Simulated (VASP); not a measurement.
# Sc2SiF2 (P-6m2) in VASP: further runs, part 2 of 2

VASP 6.6.1. The steps go on from the part before.

## 4. Relaxation of cell and atoms, PBE

The input, INCAR:

```
ALGO = Normal ; EDIFF = 1E-7
EDIFFG = -0.01 ; ENCUT = 600
GGA = PE ; GGA_COMPAT = F
IBRION = 2 ; ISIF = 3
ISMEAR = 0 ; LASPH = T
LCHARG = F ; LREAL = F
LWAVE = F ; NELM = 120
NELMIN = 4 ; NSW = 100
PREC = Accurate ; SIGMA = 0.1
```

The input, KPOINTS:

```
k-points
0
Gamma
  12 12 6
```

The input, POSCAR:

```
Sc2SiF2
1.0
    3.7356128847      0.0000000000      0.0000000000
   -1.8678064424      3.2351356569      0.0000000000
    0.0000000000      0.0000000000      6.3302599690
Sc Si F
2 1 2
Direct
    0.0000000000      0.0000000000      0.7311650969
    0.0000000000      0.0000000000      0.2688349031
    0.3333333333      0.6666666667      0.0000000000
    0.6666666667      0.3333333333      0.5000000000
    0.3333333333      0.6666666667      0.5000000000
```

Potentials or basis: VASP PAW PBE potentials, release 64 (Sc_sv, Si, F).

On the command line:

```bash
$ cat potpaw_PBE.64/Sc_sv/POTCAR potpaw_PBE.64/Si/POTCAR potpaw_PBE.64/F/POTCAR > POTCAR
$ mpirun -np 1 vasp_std > vasp.out
```

OUTCAR:

```text
EDIFF = 1E-7
   EDIFFG = -0.01
   ENCUT = 600
   GGA = PE
   IBRION = 2
   ISIF = 3
   ISMEAR = 0
   LASPH = T
   LREAL = F
   NELM = 120
   NELMIN = 4
   NSW = 100
   PREC = Accurate

 ion  position               nearest neighbor table
   1  0.000  0.000  0.731-   4 2.61   5 2.61   4 2.61   5 2.61   4 2.61   5 2.61   3 2.75   3 2.75
                             3 2.75   2 2.93   2 3.40
   2  0.000  0.000  0.269-   4 2.61   5 2.61   4 2.61   5 2.61   4 2.61   5 2.61   3 2.75   3 2.75
                             3 2.75   1 2.93   1 3.40
   3  0.333  0.667  0.000-   1 2.75   2 2.75   1 2.75   2 2.75   1 2.75   2 2.75
   4  0.667  0.333  0.500-   1 2.61   2 2.61   1 2.61   2 2.61   1 2.61   2 2.61
   5  0.333  0.667  0.500-   1 2.61   2 2.61   1 2.61   2 2.61   1 2.61   2 2.61

  LATTYP: Found a hexagonal cell.
 ALAT       =     3.7356128847
 C/A-ratio  =     1.6945706540

  Lattice vectors:

 A1 = (   3.7356128847,   0.0000000000,   0.0000000000)
 A2 = (  -1.8678064424,   3.2351356569,   0.0000000000)
 A3 = (   0.0000000000,   0.0000000000,   6.3302599690)

Analysis of symmetry for initial positions (statically):
=====================================================================
 Subroutine PRICEL returns:
 Original cell was already a primitive cell.

 Routine SETGRP: Setting up the symmetry group for a
 hexagonal supercell.

 Subroutine GETGRP returns: Found 12 space group operations
 (whereof 12 operations were pure point group operations)
 out of a pool of 24 trial point group operations.

The static configuration has the point symmetry D_3h.

Analysis of symmetry for dynamics (positions and initial velocities):
=====================================================================
 Subroutine PRICEL returns:
 Original cell was already a primitive cell.

 Routine SETGRP: Setting up the symmetry group for a
 hexagonal supercell.

[... 183 lines left out ...]
      0.00000      0.00000      4.62847        -0.000000     -0.000000     -0.006757
      0.00000      0.00000      1.70179        -0.000000     -0.000000      0.006757
     -0.00000      2.15676      0.00000        -0.000000     -0.000000      0.000000
      1.86781      1.07838      3.16513         0.000000     -0.000000      0.000000
     -0.00000      2.15676      3.16513        -0.000000      0.000000      0.000000
 -----------------------------------------------------------------------------------
    total drift:                                0.000000     -0.000000      0.000000

  FREE ENERGIE OF THE ION-ELECTRON SYSTEM (eV)
  ---------------------------------------------------
  free  energy   TOTEN  =       -29.7371431258 eV

  energy  without entropy=      -29.7264532914  energy(sigma->0) =      -29.73179821

--------------------------------------- Ionic step        2  -------------------------------------------

 number of electron      40.0000030 magnetization

 Free energy of the ion-electron system (eV)
  ---------------------------------------------------
  ext. energy  EPLUGINS =         0.00000000
  ---------------------------------------------------
  free energy    TOTEN  =       -29.73719024 eV

  energy without entropy =      -29.72648557  energy(sigma->0) =      -29.73183791

 E-fermi :   5.0902     XC(G=0): -10.4278

 val. band max:        5.0869520756   @ k =   0.1667   0.0000   0.3333
 cond. band min:       5.0952983360   @ k =   0.0833   0.0000   0.5000
 fundamental gap:      0.0083462604
 Fermi energy:         5.0901508235

 k-point     1 :       0.0000    0.0000    0.0000
  band No.  band energies     occupation
      1     -45.2165      2.00000
      2     -45.1741      2.00000
      3     -24.0098      2.00000
      4     -23.8088      2.00000
      5     -23.8088      2.00000
      6     -23.7695      2.00000
[... 637 lines left out ...]
     23       6.7475      0.00000
     24       6.9001      0.00000

 [... further k-points ...]
[... 5 lines left out ...]
  --------------------------------------------------------------------------------------
  -------------------------------------------------------------------------------------
  Total       -0.0102817     -0.0102817      0.0084593      0.0000000      0.0000000     -0.0000000
  in kB       -0.2153743     -0.2153743      0.1772009      0.0000000      0.0000000     -0.0000000
  external PRESSURE =      -0.0845159 kB  Pullay stress =       0.0000000 kB

 VOLUME and BASIS-vectors are now :
 -----------------------------------------------------------------------------
  energy-cutoff  :      600.00
  volume of cell :       76.49
      direct lattice vectors                 reciprocal lattice vectors
     3.734095919  0.000000000  0.000000000     0.267802440  0.154615811  0.000000000
    -1.867047959  3.233821926 -0.000000000    -0.000000000  0.309231622 -0.000000000
    -0.000000000  0.000000000  6.334022327    -0.000000000  0.000000000  0.157877562

 POSITION                                       TOTAL-FORCE (eV/Angst)
 -----------------------------------------------------------------------------------
      1.86705      3.23382      4.63089         0.000000     -0.000000     -0.009444
      1.86705      3.23382      1.70313        -0.000000     -0.000000      0.009444
     -0.00000      2.15588     -0.00000        -0.000000     -0.000000      0.000000
      1.86705      1.07794      3.16701         0.000000     -0.000000     -0.000000
     -0.00000      2.15588      3.16701        -0.000000      0.000000      0.000000
 -----------------------------------------------------------------------------------
    total drift:                                0.000000     -0.000000      0.000000

  FREE ENERGIE OF THE ION-ELECTRON SYSTEM (eV)
  ---------------------------------------------------
  free  energy   TOTEN  =       -29.7371902428 eV

  energy  without entropy=      -29.7264855731  energy(sigma->0) =      -29.73183791

 reached required accuracy - stopping structural energy minimisation
```

Run time: 2.3 min. Hardware: 1 thread of Intel Xeon 6975P-C (Granite Rapids), shared host; peak memory 0.32 GiB.

What came out:

* Free energy: -29.7372 eV
* Relaxed volume: 15.30 Å³/atom
* Relaxed cell: a = 3.734 Å, b = 3.734 Å, c = 6.334 Å, α = 90.00°, β = 90.00°, γ = 120.00°
* Space group after relaxing (to 0.1 Å): P-6m2 (No. 187)
* Energy gained by relaxing: 0.0 meV/atom
* Ionic steps: 2
* Pressure after relaxing: 0.0 GPa
* Largest force after relaxing: 0.009 eV/Å
* Band gap on the k mesh: zero (bands 20 and 21 overlap by 0.56 eV)

Forces in eV/Å, atoms in the order of the input:
```
Sc   0.000  0.000 -0.009
Sc   0.000  0.000  0.009
Si   0.000  0.000  0.000
F    0.000  0.000  0.000
F    0.000  0.000  0.000
```

Final structure:
```cif
data_structure
_symmetry_space_group_name_H-M 'P 1'
_symmetry_Int_Tables_number 1
_cell_length_a 3.7341
_cell_length_b 3.7341
_cell_length_c 6.3340
_cell_angle_alpha 90.000
_cell_angle_beta 90.000
_cell_angle_gamma 120.000
_cell_volume 76.49
loop_
_atom_site_label
_atom_site_type_symbol
_atom_site_fract_x
_atom_site_fract_y
_atom_site_fract_z
_atom_site_occupancy
Sc1 Sc 0.00000 0.00000 0.73111 1
Sc2 Sc 0.00000 0.00000 0.26889 1
Si1 Si 0.33333 0.66667 0.00000 1
F1 F 0.66667 0.33333 0.50000 1
F2 F 0.33333 0.66667 0.50000 1
```

## 5. The runs side by side

| task | cell | k mesh | gap on the mesh (eV) | pressure (GPa) | relaxed volume (Å³/atom) | largest force (eV/Å) |
| --- | --- | --- | --- | --- | --- | --- |
| single point | a = 3.733, b = 3.733, c = 6.335 Å, angles 90.0, 90.0, 120.0°, 5 atoms, atomic positions A | 12 × 12 × 6 | none | 0.0 | - | 0.02 |
| relaxation of cell and atoms | relaxed from a = 4.283, b = 4.283, c = 5.625 Å, angles 90.0, 90.0, 120.0°, 5 atoms, atomic positions B | 6 × 6 × 4 | none | 0.0 | 15.28 | 0.03 |
| relaxation of cell and atoms | relaxed from a = 3.736, b = 3.736, c = 6.330 Å, angles 90.0, 90.0, 120.0°, 5 atoms, atomic positions A | 12 × 12 × 6 | none | 0.0 | 15.30 | 0.01 |

Alike in all rows: level PBE; potentials or basis VASP PAW PBE potentials, release 64 (Sc_sv, Si, F); no spin polarisation; cutoff (eV) 600; smearing gaussian 0.1 eV.

Absolute energies hang on the potentials; compare differences alone.
